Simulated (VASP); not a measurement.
# GaP (F-43m) in VASP: a series of runs

The runs below take GaP through vibrations by perturbation theory, with PBEsol.

Everything below comes from runs of VASP 6.6.1. Logs are shortened: lines on timing, memory, paths and dates and some standing lists are left out, and cuts for length are marked.

## Step 1: The cell of the first run

The structure is cubic, space group F-43m (No. 216). The conventional cell has a = 5.398 Å, b = 5.398 Å, c = 5.398 Å, α = 90.00°, β = 90.00°, γ = 90.00°. Within 3.1 Å of Ga (site symmetry -43m) lie 4 P at 2.34 Å. Within 3.1 Å of P (site symmetry -43m) lie 4 Ga at 2.34 Å.

## Step 2: Vibrations by perturbation theory, PBEsol

The input, INCAR:

```
SYSTEM = GaP
PREC = Accurate
ENCUT = 520
EDIFF = 1E-8
ISMEAR = 0
SIGMA = 0.01
LREAL = .FALSE.
LASPH = .TRUE.
NELM = 100
ALGO = Normal
ISIF = 2
LWAVE = .FALSE.
LCHARG = .FALSE.
GGA = PS
NBANDS = 16
IBRION = 8
NSW = 1
LEPSILON = .TRUE.
```

The input, KPOINTS:

```
Automatic mesh
0
G
  10 10 10
  0 0 0
```

The input, POSCAR:

```
GaP
1.0
    0.0000000000      2.6990620725      2.6990620725
    2.6990620725      0.0000000000      2.6990620725
    2.6990620725      2.6990620725      0.0000000000
Ga P
1 1
Direct
    0.0000000000      0.0000000000      0.0000000000
    0.7500000000      0.7500000000      0.7500000000
```

Potentials or basis: VASP PAW PBE potentials, release 64 (Ga_d, P).

Run with:

```bash
> cat potpaw_PBE.64/Ga_d/POTCAR potpaw_PBE.64/P/POTCAR > POTCAR
> mpirun -np 1 vasp_std > vasp.out
```

OUTCAR:

```text
SYSTEM = GaP
   PREC = Accurate
   ENCUT = 520
   EDIFF = 1E-8
   ISMEAR = 0
   LREAL = .FALSE.
   LASPH = .TRUE.
   NELM = 100
   ISIF = 2
   GGA = PS
   IBRION = 8
   NSW = 1
   LEPSILON = .TRUE.

 ion  position               nearest neighbor table
   1  0.000  0.000  0.000-   2 2.34   2 2.34   2 2.34   2 2.34
   2  0.750  0.750  0.750-   1 2.34   1 2.34   1 2.34   1 2.34

  LATTYP: Found a face centered cubic cell.
 ALAT       =     5.3981241450

  Lattice vectors:

 A1 = (   0.0000000000,   2.6990620725,   2.6990620725)
 A2 = (   2.6990620725,   0.0000000000,   2.6990620725)
 A3 = (   2.6990620725,   2.6990620725,   0.0000000000)

Analysis of symmetry for initial positions (statically):
=====================================================================
 Subroutine PRICEL returns:
 Original cell was already a primitive cell.

 Routine SETGRP: Setting up the symmetry group for a
 face centered cubic supercell.

 Subroutine GETGRP returns: Found 24 space group operations
 (whereof 24 operations were pure point group operations)
 out of a pool of 48 trial point group operations.

The static configuration has the point symmetry T_d .

Analysis of symmetry for dynamics (positions and initial velocities):
=====================================================================
 Subroutine PRICEL returns:
 Original cell was already a primitive cell.

 Routine SETGRP: Setting up the symmetry group for a
 face centered cubic supercell.

 Subroutine GETGRP returns: Found 24 space group operations
 (whereof 24 operations were pure point group operations)
 out of a pool of 48 trial point group operations.

The dynamic configuration has the point symmetry T_d .

 Subroutine INISYM returns: Found 24 space group operations
 (whereof 24 operations are pure point group operations),
 and found     1 'primitive' translations

----------------------------------------------------------------------------------------

                                     Primitive cell

  volume of cell :      39.3250

  direct lattice vectors                    reciprocal lattice vectors
     0.000000000  2.699062072  2.699062072    -0.185249537  0.185249537  0.185249537
     2.699062072  0.000000000  2.699062072     0.185249537 -0.185249537  0.185249537
     2.699062072  2.699062072  0.000000000     0.185249537  0.185249537 -0.185249537

  length of vectors
     3.817050189  3.817050189  3.817050189     0.320861611  0.320861611  0.320861611

  position of ions in fractional coordinates (direct lattice)
     0.000000000  0.000000000  0.000000000
     0.750000000  0.750000000  0.750000000

  ion indices of the primitive-cell ions
   primitive index   ion index
                 1           1
                 2           2

----------------------------------------------------------------------------------------

 KPOINTS: Automatic mesh

Automatic generation of k-mesh.
 Grid dimensions read from file:
 generate k-points for:   10   10   10

 Generating k-lattice:

  Cartesian coordinates                     Fractional coordinates (reciprocal lattice)
    -0.018524954  0.018524954  0.018524954     0.100000000  0.000000000  0.000000000
     0.018524954 -0.018524954  0.018524954     0.000000000  0.100000000  0.000000000
     0.018524954  0.018524954 -0.018524954     0.000000000  0.000000000  0.100000000

  Length of vectors
     0.032086161  0.032086161  0.032086161

  Shift w.r.t. Gamma in fractional coordinates (k-lattice)
     0.000000000  0.000000000  0.000000000

 Subroutine IBZKPT returns following result:
 ===========================================

 Found     47 irreducible k-points:
[... 563 lines left out ...]
  energy-cutoff  :      520.00
  volume of cell :       39.32
      direct lattice vectors                 reciprocal lattice vectors
     0.000000000  2.699062072  2.699062072    -0.185249537  0.185249537  0.185249537
     2.699062072  0.000000000  2.699062072     0.185249537 -0.185249537  0.185249537
     2.699062072  2.699062072  0.000000000     0.185249537  0.185249537 -0.185249537

 POSITION                                       TOTAL-FORCE (eV/Angst)
 -----------------------------------------------------------------------------------
      0.00000      0.00000      0.00000        -0.000000     -0.000000     -0.000000
      4.04859      4.04859      4.04859         0.000000      0.000000      0.000000
 -----------------------------------------------------------------------------------
    total drift:                               -0.000000     -0.000000     -0.000000

  FREE ENERGIE OF THE ION-ELECTRON SYSTEM (eV)
  ---------------------------------------------------
  free  energy   TOTEN  =        -9.9181708990 eV

  energy  without entropy=       -9.9181708990  energy(sigma->0) =       -9.91817090

 HEAD OF MICROSCOPIC STATIC DIELECTRIC TENSOR (INDEPENDENT PARTICLE, excluding Hartree and local field effects)
 ------------------------------------------------------
          11.356053    -0.000000    -0.000000
           0.000000    11.356053     0.000000
          -0.000000     0.000000    11.356053
 ------------------------------------------------------

 Free energy of the ion-electron system (eV)
  ---------------------------------------------------
  ---------------------------------------------------
  free energy    TOTEN  =        -1.12755547 eV

  energy without entropy =       -1.12755547

------------------------ aborting loop because EDIFF is reached ----------------------------------------

--------------------------------------- Ionic step        2  -------------------------------------------

------------------------ aborting loop because EDIFF is reached ----------------------------------------

--------------------------------------- Ionic step        3  -------------------------------------------

------------------------ aborting loop because EDIFF is reached ----------------------------------------

 PIEZOELECTRIC TENSOR FIELD DIRECTION 3  (e Angst)
 -----------------------------------------------------------------------------
    -0.00054  1.91184  0.00000           (  0.00000  0.03662  0.00000)
     1.91184 -0.00054  0.00000           (  0.03662  0.00000  0.00000)
     0.00000  0.00000 -0.00115           (  0.00000  0.00000  0.00000)

 PIEZOELECTRIC TENSOR FIELD DIRECTION 3  (C/m^2)
 -----------------------------------------------------------------------------
    -0.00022  0.77892  0.00000
     0.77892 -0.00022  0.00000
     0.00000  0.00000 -0.00047

--------------------------------------- Ionic step        4  -------------------------------------------

------------------------ aborting loop because EDIFF is reached ----------------------------------------

[... ionic steps 5 to 6 ...]

--------------------------------------- Ionic step        7  -------------------------------------------

 Free energy of the ion-electron system (eV)
  ---------------------------------------------------
  ---------------------------------------------------
  free energy    TOTEN  =        -0.04744711 eV

  energy without entropy =       -0.04744711

------------------------ aborting loop because EDIFF is reached ----------------------------------------

 INTERNAL STRAIN TENSOR  FOR ION    2  DIRECTION 1   (eV/Angst):
 -----------------------------------------------------------------------------
    -0.00787  0.00000  0.00000
     0.00000  0.00569  8.19616
     0.00000  8.19616  0.00569

 MACROSCOPIC STATIC DIELECTRIC TENSOR (including local field effects in DFT)
 ------------------------------------------------------
          10.723493     0.000000    -0.000000
          -0.000000    10.723493     0.000000
           0.000000     0.000000    10.723493
 ------------------------------------------------------

 PIEZOELECTRIC TENSOR (including local field effects)  for field in x, y, z        (e  Angst)
          XX          YY          ZZ          XY          YZ          ZX
  --------------------------------------------------------------------------------
  x    -0.00000     0.00000    -0.00000     0.00000     1.91752     0.00000
  y    -0.00000    -0.00000     0.00000     0.00000     0.00000     1.91752
  z     0.00000    -0.00000    -0.00000     1.91752     0.00000     0.00000

 PIEZOELECTRIC TENSOR (including local field effects)  for field in x, y, z        (C/m^2)
          XX          YY          ZZ          XY          YZ          ZX
  --------------------------------------------------------------------------------
  x    -0.00000     0.00000    -0.00000     0.00000     0.78123     0.00000
  y    -0.00000    -0.00000     0.00000     0.00000     0.00000     0.78123
  z     0.00000    -0.00000    -0.00000     0.78123     0.00000     0.00000

 BORN EFFECTIVE CHARGES (including local field effects) (in |e|, cummulative output)
 ---------------------------------------------------------------------------------
 ion    1
    1     2.10910    -0.00000    -0.00000
    2     0.00000     2.10910     0.00000
    3    -0.00000     0.00000     2.10910
 ion    2
    1    -2.10910     0.00000     0.00000
    2    -0.00000    -2.10910     0.00000
    3     0.00000    -0.00000    -2.10910

 INTERNAL STRAIN TENSOR FOR ION    2 for displacements in x,y,z  (eV/Angst):
          X           Y           Z          XY          YZ          ZX
  --------------------------------------------------------------------------------
  x    -0.00000    -0.00000    -0.00000     0.00000     8.19616     0.00000
  y     0.00000    -0.00000     0.00000     0.00000     0.00000     8.19616
  z    -0.00000    -0.00000    -0.00000     8.19616     0.00000     0.00000

 SECOND DERIVATIVES (NOT SYMMETRIZED)
 ------------------------------------
               1X          1Y          1Z          2X          2Y          2Z
  1X   -10.559254    0.000000    0.000000   10.559254    0.000000    0.000000
  1Y     0.000000  -10.559254    0.000000    0.000000   10.559254    0.000000
  1Z     0.000000    0.000000  -10.559254    0.000000    0.000000   10.559254
  2X    10.523802    0.000000    0.000000  -10.523802    0.000000    0.000000
  2Y     0.000000   10.523802    0.000000    0.000000  -10.523802    0.000000
  2Z     0.000000    0.000000   10.523802    0.000000    0.000000  -10.523802

 Eigenvectors and eigenvalues of the dynamical matrix
 ----------------------------------------------------

   1 f  =   10.956798 THz    68.843594 2PiTHz  365.479450 cm-1    45.313656 meV
             X         Y         Z           dx          dy          dz
      0.000000  0.000000  0.000000     0.000000    0.000000   -0.555259
      4.048593  4.048593  4.048593     0.000000   -0.000000    0.831677
[... 21 lines left out ...]
   6 f/i=    0.008508 THz     0.053459 2PiTHz    0.283805 cm-1     0.035187 meV
             X         Y         Z           dx          dy          dz
      0.000000  0.000000  0.000000     0.785144   -0.256870    0.096192
      4.048593  4.048593  4.048593     0.524192   -0.171496    0.064221

--------------------------------------------------------------------------------------------------------

 MACROSCOPIC STATIC DIELECTRIC TENSOR IONIC CONTRIBUTION
 ------------------------------------------------------
           1.941731     0.000000    -0.000000
           0.000000     1.941731     0.000000
          -0.000000     0.000000     1.941731
 ------------------------------------------------------

 ELASTIC MODULI CONTR FROM IONIC RELAXATION (kBar)
 Direction    XX          YY          ZZ          XY          YZ          ZX
 --------------------------------------------------------------------------------
 XX          -0.0000     -0.0000     -0.0000      0.0000      0.0000     -0.0000
 YY          -0.0000     -0.0000     -0.0000      0.0000      0.0000      0.0000
 ZZ          -0.0000     -0.0000     -0.0000      0.0000      0.0000     -0.0000
 XY           0.0000      0.0000      0.0000   -257.6436      0.0000      0.0000
 YZ           0.0000      0.0000      0.0000      0.0000   -257.6436      0.0000
 ZX          -0.0000      0.0000     -0.0000      0.0000      0.0000   -257.6436
 --------------------------------------------------------------------------------

 PIEZOELECTRIC TENSOR IONIC CONTR  for field in x, y, z        (C/m^2)
          XX          YY          ZZ          XY          YZ          ZX
  --------------------------------------------------------------------------------
  x     0.00000     0.00000     0.00000     0.00000    -0.66554     0.00000
  y    -0.00000     0.00000    -0.00000     0.00000    -0.00000    -0.66554
  z     0.00000     0.00000     0.00000    -0.66554     0.00000    -0.00000
```

It took 13 min on 1 thread of Intel Xeon 6975P-C, shared host; peak memory 0.4 GiB.

What came out:

| Item | Value |
| --- | --- |
| Electronic dielectric tensor (diagonal) | 10.72 |
| Born charges (mean of the diagonal) | Ga +2.11; P -2.11 e |
| Highest phonon frequency at Γ, LO-TO splitting left out | 365 cm⁻¹ |

Phonon frequencies in cm⁻¹ (negative: imaginary):
```
              q point        frequencies
(0.000, 0.000, 0.000)  0 0 0 365 365 365
```

Electronic dielectric tensor:
```
10.72  0.00  0.00
 0.00 10.72  0.00
 0.00  0.00 10.72
```

Born effective charge tensors (e):
atom 1, Ga
```
2.11 0.00 0.00
0.00 2.11 0.00
0.00 0.00 2.11
```
atom 2, P
```
-2.11  0.00  0.00
 0.00 -2.11  0.00
 0.00  0.00 -2.11
```

Caveat: the cell wasn't relaxed at this level first, which shifts response properties.

(Continued in part 2 of 2.)
